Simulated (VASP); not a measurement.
# NaF (R-3m) in VASP: notebook

Runs on NaF. Level: PBEsol. Tasks: single point.

Everything below comes from runs of VASP 6.6.1. Logs are shortened: lines on timing, memory, paths and dates and some standing lists are left out, and cuts for length are marked.

**1. The cell of the first run**

It takes space group R-3m (No. 166, trigonal). The conventional cell has a = 2.930 Å, b = 2.930 Å, c = 10.120 Å, α = 90.00°, β = 90.00°, γ = 120.00°. Within 3.2 Å of Na (site symmetry -3m) lie 6 F at 2.39 Å and 6 Na at 2.93 Å. Within 3.2 Å of F (site symmetry -3m) lie 6 Na at 2.39 Å and 6 F at 2.93 Å.

**2. Single point, PBEsol**

INCAR reads:

```
PREC = Accurate
ENCUT = 520
EDIFF = 1E-6
ISMEAR = 0
SIGMA = 0.05
LREAL = False
LASPH = True
NELM = 80
ALGO = Normal
ISIF = 2
LWAVE = False
LCHARG = False
GGA = PS
NBANDS = 14
```

KPOINTS reads:

```
regular mesh
0
Gamma
  10 10 10
```

POSCAR reads:

```
NaF
1.0
    0.5663151577      2.6381998809      2.6381998809
    2.6381998809      0.5663151577      2.6381998809
    2.6381998809      2.6381998809      0.5663151577
Na F
1 1
Direct
    0.0000000000      0.0000000000      0.0000000000
    0.5000000000      0.5000000000      0.5000000000
```

Potentials or basis: VASP PAW PBE potentials, release 64 (Na_pv, F).

Started as:

```
$ cat potpaw_PBE.64/Na_pv/POTCAR potpaw_PBE.64/F/POTCAR > POTCAR
$ mpirun -np 1 vasp_std > vasp.out
```

OUTCAR:

```text
PREC = Accurate
   ENCUT = 520
   EDIFF = 1E-6
   ISMEAR = 0
   LREAL = False
   LASPH = True
   NELM = 80
   ISIF = 2
   GGA = PS

 ion  position               nearest neighbor table
   1  0.000  0.000  0.000-
   2  0.500  0.500  0.500-

  LATTYP: Found a trigonal (rhomboedric) cell.
 ALAT       =     3.7737130364
 COS(alpha) =     0.6985651702

  Lattice vectors:

 A1 = (   0.5663151577,   2.6381998809,   2.6381998809)
 A2 = (   2.6381998809,   0.5663151577,   2.6381998809)
 A3 = (   2.6381998809,   2.6381998809,   0.5663151577)

Analysis of symmetry for initial positions (statically):
=====================================================================
 Subroutine PRICEL returns:
 Original cell was already a primitive cell.

 Routine SETGRP: Setting up the symmetry group for a
 trigonal (rhombohedral) supercell.

 Subroutine GETGRP returns: Found 12 space group operations
 (whereof 12 operations were pure point group operations)
 out of a pool of 12 trial point group operations.

The static configuration has the point symmetry D_3d.

Analysis of symmetry for dynamics (positions and initial velocities):
=====================================================================
 Subroutine PRICEL returns:
 Original cell was already a primitive cell.

 Routine SETGRP: Setting up the symmetry group for a
 trigonal (rhombohedral) supercell.

 Subroutine GETGRP returns: Found 12 space group operations
 (whereof 12 operations were pure point group operations)
 out of a pool of 12 trial point group operations.

The dynamic configuration has the point symmetry D_3d.

 Subroutine INISYM returns: Found 12 space group operations
 (whereof 12 operations are pure point group operations),
 and found     1 'primitive' translations

----------------------------------------------------------------------------------------

                                     Primitive cell

  volume of cell :      25.0811

  direct lattice vectors                    reciprocal lattice vectors
     0.566315158  2.638199881  2.638199881    -0.264717120  0.217935215  0.217935215
     2.638199881  0.566315158  2.638199881     0.217935215 -0.264717120  0.217935215
     2.638199881  2.638199881  0.566315158     0.217935215  0.217935215 -0.264717120

  length of vectors
     3.773713036  3.773713036  3.773713036     0.406283977  0.406283977  0.406283977

  position of ions in fractional coordinates (direct lattice)
     0.000000000  0.000000000  0.000000000
     0.500000000  0.500000000  0.500000000

  ion indices of the primitive-cell ions
   primitive index   ion index
                 1           1
                 2           2

----------------------------------------------------------------------------------------

 KPOINTS: regular mesh

Automatic generation of k-mesh.
 Grid dimensions read from file:
 generate k-points for:   10   10   10

 Generating k-lattice:

  Cartesian coordinates                     Fractional coordinates (reciprocal lattice)
    -0.026471712  0.021793522  0.021793522     0.100000000  0.000000000  0.000000000
     0.021793522 -0.026471712  0.021793522     0.000000000  0.100000000  0.000000000
     0.021793522  0.021793522 -0.026471712     0.000000000  0.000000000  0.100000000

  Length of vectors
     0.040628398  0.040628398  0.040628398

  Shift w.r.t. Gamma in fractional coordinates (k-lattice)
     0.000000000  0.000000000  0.000000000

 Subroutine IBZKPT returns following result:
 ===========================================

 Found    116 irreducible k-points:

 Following reciprocal coordinates:
            Coordinates               Weight
  0.000000  0.000000  0.000000      1.000000
  0.100000  0.000000  0.000000      6.000000
  0.200000  0.000000  0.000000      6.000000
  0.300000  0.000000 -0.000000      6.000000
  0.400000 -0.000000 -0.000000      6.000000
  0.500000  0.000000 -0.000000      3.000000
[... 16 lines left out ...]
  0.300000  0.300000 -0.000000      6.000000
  0.400000  0.300000 -0.000000     12.000000
 [... further k-points ...]
   k-points           NKPTS =    116   k-points in BZ     NKDIM =    116   number of bands    NBANDS=     14
   number of dos      NEDOS =    301   number of ions     NIONS =      2
   total plane-waves  NPLWV =  21952
   dimension x,y,z NGX =    28 NGY =   28 NGZ =   28
   dimension x,y,z NGXF=    56 NGYF=   56 NGZF=   56
   ions per type =               1   1
   NGX,Y,Z   is equivalent  to a cutoff of  12.34, 12.34, 12.34 a.u.
   NGXF,Y,Z  is equivalent  to a cutoff of  24.67, 24.67, 24.67 a.u.
 SYSTEM =  unknown system
   PREC   = accura    normal or accurate (medium, high low for compatibility)
   ISTART =      0    job   : 0-new  1-cont  2-samecut
   ICHARG =      2    charge: 1-file 2-atom 10-const
   ISPIN  =      1    spin polarized calculation?
   LNONCOLLINEAR =      F non collinear calculations
   LSORBIT =      F    spin-orbit coupling
   LASPH  =      T    aspherical Exc in radial PAW
   ENCUT  =  520.0 eV  38.22 Ry    6.18 a.u.   7.02  7.02  7.02*2*pi/ulx,y,z
   NELM   =     80;   NELMIN=  2; NELMDL= -5     # of ELM steps
   EDIFF  = 0.1E-05   stopping-criterion for ELM
   LREAL  =      F    real-space projection
   EDIFFG = 0.1E-04   stopping-criterion for IOM
   NSW    =      0    number of steps for IOM
   IBRION =     -1    ionic relax: 0-MD 1-quasi-New 2-CG
   NFREE  =      0    steps in history (QN), initial steepest desc. (CG)
   ISIF   =      2    stress and relaxation
   ISYM   =      2    0-nonsym 1-usesym 2-fastsym
   POTIM  = 0.5000    time-step for ionic-motion
   TEBEG  =    0.0;   TEEND  =   0.0 temperature during run
   PSTRESS=    0.0 pullay stress
   NELECT =      14.0000    total number of electrons
   NUPDOWN=      -1.0000    fix difference up-down
   EMIN   =  10.00;   EMAX   =-10.00  energy-range for DOS
   EFERMI =   0.00;   METHOD = LEGACY
   ISMEAR =     0;   SIGMA  =   0.05  broadening in eV -4-tet -1-fermi 0-gaus
   EFERMI_NEDOS =   21; number of points for ismear=-14 and -15
   IALGO  =     38    algorithm
   IMIX   =      4    mixing-type and parameters
     AMIX     =   0.40;   BMIX     =  1.00
     AMIX_MAG =   1.60;   BMIX_MAG =  1.00
  volume/ion in A,a.u.               =      12.54        84.63
  Fermi-wavevector in a.u.,A,eV,Ry     =   1.347935  2.547227 24.720809  1.816928
  Thomas-Fermi vector in A             =   2.475645
   LORBIT       =      0    0 simple, 1 ext, 2 COOP (PROOUT), +10 PAW based schemes
   GGA     = PS    functional components
   LHFCALC =     F    Hartree Fock is set to
   AEXX    =    0.0000 exact exchange contribution
   IVDW    =     0    specifies the selected vdW correction
   LEPSILON=     F    determine dielectric tensor
   LRPA    =     F    only Hartree local field effects (RPA)
 non-spin polarized calculation
 Gauss-broadening in eV      SIGMA  =   0.05
  energy-cutoff  :      520.00
  volume of cell :       25.08
 maximum number of plane-waves:       699
   NGX = 15   NGY = 15   NGZ = 15

 number of electron      14.0000001 magnetization

 Free energy of the ion-electron system (eV)
  ---------------------------------------------------
  ext. energy  EPLUGINS =         0.00000000
  ---------------------------------------------------
  free energy    TOTEN  =        -8.27774128 eV

  energy without entropy =       -8.27774128  energy(sigma->0) =       -8.27774128

 E-fermi :  -1.0177     XC(G=0):  -9.3408

 val. band max:       -1.2245024685   @ k =   0.0000   0.0000   0.0000
 cond. band min:       3.4138483645   @ k =   0.0000   0.0000   0.0000
 fundamental gap:      4.6383508330
 Fermi energy:        -1.0176945968

 k-point     1 :       0.0000    0.0000    0.0000
  band No.  band energies     occupation
      1     -21.5906      2.00000
      2     -21.5906      2.00000
      3     -21.5332      2.00000
      4     -20.8347      2.00000
      5      -2.5501      2.00000
      6      -1.2245      2.00000
      7      -1.2245      2.00000
      8       3.4138      0.00000
      9      13.3028      0.00000
     10      16.3654      0.00000
     11      19.7378      0.00000
     12      19.7378      0.00000
     13      23.1224      0.00000
     14      23.1224      0.00000

 k-point     2 :       0.1000    0.0000    0.0000
  band No.  band energies     occupation
      1     -21.6546      2.00000
      2     -21.5960      2.00000
      3     -21.5347      2.00000
      4     -20.7525      2.00000
      5      -2.5518      2.00000
      6      -1.5005      2.00000
      7      -1.2644      2.00000
      8       3.8176      0.00000
      9      13.4829      0.00000
     10      16.0300      0.00000
     11      18.8243      0.00000
     12      19.7470      0.00000
     13      22.0535      0.00000
     14      22.9651      0.00000

 k-point     3 :       0.2000    0.0000    0.0000
  band No.  band energies     occupation
      1     -21.7906      2.00000
      2     -21.6101      2.00000
      3     -21.5324      2.00000
      4     -20.5744      2.00000
      5      -2.5616      2.00000
      6      -2.1001      2.00000
      7      -1.3673      2.00000
      8       4.8182      0.00000
      9      13.6028      0.00000
     10      15.3424      0.00000
     11      17.9792      0.00000
     12      19.6704      0.00000
     13      20.5137      0.00000
     14      22.8891      0.00000
[... 324 lines left out ...]
 k-point    23 :       0.3000    0.3000   -0.0000
  band No.  band energies     occupation
      1     -21.8371      2.00000
      2     -21.6317      2.00000
      3     -21.5639      2.00000
      4     -20.4553      2.00000
      5      -2.8694      2.00000
      6      -2.4373      2.00000
      7      -1.4930      2.00000
      8       6.6505      0.00000
      9      12.0705      0.00000
     10      14.8728      0.00000
     11      16.7625      0.00000
     12      19.3547      0.00000
     13      19.8291      0.00000
     14      24.1456      0.00000

 k-point    24 :       0.4000    0.3000   -0.0000
  band No.  band energies     occupation
      1     -21.8573      2.00000
      2     -21.6620      2.00000
      3     -21.5449      2.00000
      4     -20.4145      2.00000
      5      -2.9608      2.00000
      6      -2.5105      2.00000
      7      -1.6649      2.00000
      8       7.6089      0.00000
      9      11.6919      0.00000
     10      14.3483      0.00000
     11      16.1389      0.00000
     12      18.4574      0.00000
     13      20.7816      0.00000
     14      23.4796      0.00000

 [... further k-points ...]
[... 5 lines left out ...]
  --------------------------------------------------------------------------------------
  -------------------------------------------------------------------------------------
  Total       -0.2679174     -0.2679174     -0.2679174     -1.6726695     -1.6726695     -1.6726695
  in kB      -17.1145573    -17.1145573    -17.1145573   -106.8500761   -106.8500761   -106.8500761
  external PRESSURE =     -17.1145573 kB  Pullay stress =       0.0000000 kB

 VOLUME and BASIS-vectors are now :
 -----------------------------------------------------------------------------
  energy-cutoff  :      520.00
  volume of cell :       25.08
      direct lattice vectors                 reciprocal lattice vectors
     0.566315158  2.638199881  2.638199881    -0.264717120  0.217935215  0.217935215
     2.638199881  0.566315158  2.638199881     0.217935215 -0.264717120  0.217935215
     2.638199881  2.638199881  0.566315158     0.217935215  0.217935215 -0.264717120

 POSITION                                       TOTAL-FORCE (eV/Angst)
 -----------------------------------------------------------------------------------
      0.00000      0.00000      0.00000        -0.000000      0.000000      0.000000
      2.92136      2.92136      2.92136         0.000000     -0.000000     -0.000000
 -----------------------------------------------------------------------------------
    total drift:                                0.000000      0.000000      0.000000

  FREE ENERGIE OF THE ION-ELECTRON SYSTEM (eV)
  ---------------------------------------------------
  free  energy   TOTEN  =        -8.2777412819 eV

  energy  without entropy=       -8.2777412819  energy(sigma->0) =       -8.27774128
```

Wall time 18 s (1 thread of Intel Xeon 6975P-C (Granite Rapids), shared host); peak memory 0.17 GiB.

Results:

```yaml
Free_energy: -8.2777 eV
Pressure: -1.7 GPa
Band_gap_on_the_k_mesh: 4.64 eV, direct
```

Levels at points of the mesh, in eV from the valence-band top:
```tsv
k point	band 4	band 5	band 6	band 7	band 8	band 9	band 10	band 11
(0.00, 0.00, 0.00)	-19.61	-1.33	0.00	0.00	4.64	14.53	17.59	20.96
(0.50, 0.00, 0.00)	-18.98	-2.16	-1.26	-0.40	9.34	11.94	17.07	19.05
(0.50, 0.50, 0.00)	-19.23	-1.96	-1.31	-0.40	10.97	11.43	13.89	17.25
(0.50, 0.50, 0.50)	-19.01	-2.54	-0.06	-0.06	8.33	9.84	22.92	22.92
```

Caveat: the PAW data sets were made with another functional, which shifts forces and pressure a little. A k mesh can miss the band edges.

**3. Single point, PBEsol**

This run uses another cell than the first one, of the same volume but with other edges.

INCAR reads:

```
SYSTEM = NaF
ALGO = Normal
EDIFF = 1E-6
ENCUT = 520
GGA = PS
ISIF = 2
ISMEAR = 0
LASPH = .True.
LCHARG = .True.
LELF = .True.
LREAL = .False.
LVHAR = .True.
LWAVE = .False.
NBANDS = 14
NELM = 100
PREC = Accurate
SIGMA = 0.05
```

KPOINTS reads:

```
k-points
0
Gamma
  10 10 10
  0 0 0
```

POSCAR reads:

```
NaF
1.0
   -0.7345537968      2.0200229413      2.0200229413
    2.0200229413     -0.7345537968      2.0200229413
    2.0200229413      2.0200229413     -0.7345537968
Na F
1 1
Direct
    0.0000000000      0.0000000000      0.0000000000
    0.5000000000      0.5000000000      0.5000000000
```

Potentials or basis: VASP PAW PBE potentials, release 64 (Na_pv, F).

Started as:

```
$ cat potpaw_PBE.64/Na_pv/POTCAR potpaw_PBE.64/F/POTCAR > POTCAR
$ mpirun -np 1 vasp_std > vasp.out
```

OUTCAR:

```text
SYSTEM = NaF
   EDIFF = 1E-6
   ENCUT = 520
   GGA = PS
   ISIF = 2
   ISMEAR = 0
   LASPH = .True.
   LREAL = .False.
   NELM = 100
   PREC = Accurate

 ion  position               nearest neighbor table
   1  0.000  0.000  0.000-
   2  0.500  0.500  0.500-

  LATTYP: Found a trigonal (rhomboedric) cell.
 ALAT       =     2.9496702607
 COS(alpha) =     0.1279069768

  Lattice vectors:

 A1 = (  -0.7345537968,   2.0200229413,   2.0200229413)
 A2 = (   2.0200229413,  -0.7345537968,   2.0200229413)
 A3 = (   2.0200229413,   2.0200229413,  -0.7345537968)

Analysis of symmetry for initial positions (statically):
=====================================================================
 Subroutine PRICEL returns:
 Original cell was already a primitive cell.

 Routine SETGRP: Setting up the symmetry group for a
 trigonal (rhombohedral) supercell.

 Subroutine GETGRP returns: Found 12 space group operations
 (whereof 12 operations were pure point group operations)
 out of a pool of 12 trial point group operations.

The static configuration has the point symmetry D_3d.

[... 165 lines left out ...]
 fundamental gap:      5.3188727992
 Fermi energy:        -1.2769746802

 k-point     1 :       0.0000    0.0000    0.0000
  band No.  band energies     occupation
      1     -21.5191      2.00000
      2     -21.4907      2.00000
      3     -21.4907      2.00000
      4     -20.9280      2.00000
      5      -1.8956      2.00000
      6      -1.8956      2.00000
      7      -1.5940      2.00000
      8       3.7502      0.00000
      9      13.7410      0.00000
     10      13.7410      0.00000
     11      19.2729      0.00000
     12      21.2015      0.00000
     13      21.2015      0.00000
     14      25.2268      0.00000
[... 377 lines left out ...]
      1     -21.7552      2.00000
      2     -21.5880      2.00000
      3     -21.4849      2.00000
      4     -20.5153      2.00000
      5      -3.1836      2.00000
      6      -2.6289      2.00000
      7      -1.6240      2.00000
      8       8.3005      0.00000
      9      11.1885      0.00000
     10      13.8032      0.00000
     11      15.5375      0.00000
     12      20.4794      0.00000
     13      22.2652      0.00000
     14      22.3604      0.00000

 [... further k-points ...]
[... 5 lines left out ...]
  --------------------------------------------------------------------------------------
  -------------------------------------------------------------------------------------
  Total       -0.6057611     -0.6057611     -0.6057611      0.2072982      0.2072982      0.2072982
  in kB      -38.6959999    -38.6959999    -38.6959999     13.2422020     13.2422020     13.2422020
  external PRESSURE =     -38.6959999 kB  Pullay stress =       0.0000000 kB

 VOLUME and BASIS-vectors are now :
 -----------------------------------------------------------------------------
  energy-cutoff  :      520.00
  volume of cell :       25.08
      direct lattice vectors                 reciprocal lattice vectors
    -0.734553797  2.020022941  2.020022941    -0.141179181  0.221852999  0.221852999
     2.020022941 -0.734553797  2.020022941     0.221852999 -0.141179181  0.221852999
     2.020022941  2.020022941 -0.734553797     0.221852999  0.221852999 -0.141179181

 POSITION                                       TOTAL-FORCE (eV/Angst)
 -----------------------------------------------------------------------------------
      0.00000      0.00000      0.00000        -0.000000      0.000000     -0.000000
      1.65275      1.65275      1.65275         0.000000     -0.000000      0.000000
 -----------------------------------------------------------------------------------
    total drift:                               -0.000000     -0.000000      0.000000

  FREE ENERGIE OF THE ION-ELECTRON SYSTEM (eV)
  ---------------------------------------------------
  free  energy   TOTEN  =        -8.4753602381 eV

  energy  without entropy=       -8.4753602381  energy(sigma->0) =       -8.47536024
```

Wall time 8.6 s (1 thread of Intel Xeon 6975P-C (Granite Rapids), shared host); peak memory 0.15 GiB.

What came out:

| Item | Value |
| --- | --- |
| Free energy | -8.4754 eV |
| Pressure | -3.9 GPa |
| Band gap on the k mesh | 5.32 eV, indirect (least direct gap 5.34 eV) |

Stress tensor (GPa, compression positive):
```
-3.87  1.32  1.32
 1.32 -3.87  1.32
 1.32  1.32 -3.87
```

Caveat: the PAW data sets were made with another functional, which shifts forces and pressure a little. A k mesh can miss the band edges.

[end of part 1 of 2]
